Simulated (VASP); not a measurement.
Write the native input for VASP 6.6.1 that does the following.

```
Task                   : single point
Functional             : BLYP
Potentials or basis    : VASP PAW PBE potentials, release 64 (Hf_pv, C)
Cutoff                 : 520 eV
k mesh                 : 10 × 10 × 10
Occupations            : fermi-dirac, width 0.05 eV
Spin                   : no spin polarisation
Dipole correction      : no
Further INCAR settings : ALGO = Normal; EDIFF = 1e-06; NBANDS = 14
```

The structure of HfC lies in POSCAR:

```
HfC
1.0
    0.0000000000      2.3501358993      2.3501358993
    2.3501358993      0.0000000000      2.3501358993
    2.3501358993      2.3501358993      0.0000000000
Hf C
1 1
Direct
    0.5000000000      0.5000000000      0.5000000000
    0.0000000000      0.0000000000      0.0000000000
```

One way to write it, as run:

INCAR

```
SYSTEM = HfC
AGGAC = 1.0
AGGAX = 1.0
ALDAC = 0.0
ALDAX = 1.0
ALGO = Normal
EDIFF = 1E-6
ENCUT = 520
GGA = B5
ISIF = 2
ISMEAR = -1
LASPH = .TRUE.
LCHARG = .FALSE.
LREAL = .FALSE.
LWAVE = .FALSE.
NBANDS = 14
NELM = 100
PREC = Accurate
SIGMA = 0.05
```

KPOINTS

```
k-points
0
G
  10 10 10
  0 0 0
```

Potentials or basis: VASP PAW PBE potentials, release 64 (Hf_pv, C).

Run with:

```console
$ cat potpaw_PBE.64/Hf_pv/POTCAR potpaw_PBE.64/C/POTCAR > POTCAR
$ mpirun -np 1 vasp_std > vasp.out
```

Results of the run:

The pressure is 0.0 GPa. The band gap on the k mesh is zero (band 7 reaches 7.16 eV, above the bottom of band 8 at 5.82 eV).

Caveat: the PAW data sets were made with another functional, which shifts forces and pressure a little; spin-orbit coupling is left out, which moves the levels of the heavy elements.

It took 22 s on 1 thread of AMD EPYC 7R13 Processor (Zen 3), on a shared host, peak memory 0.13 GiB.
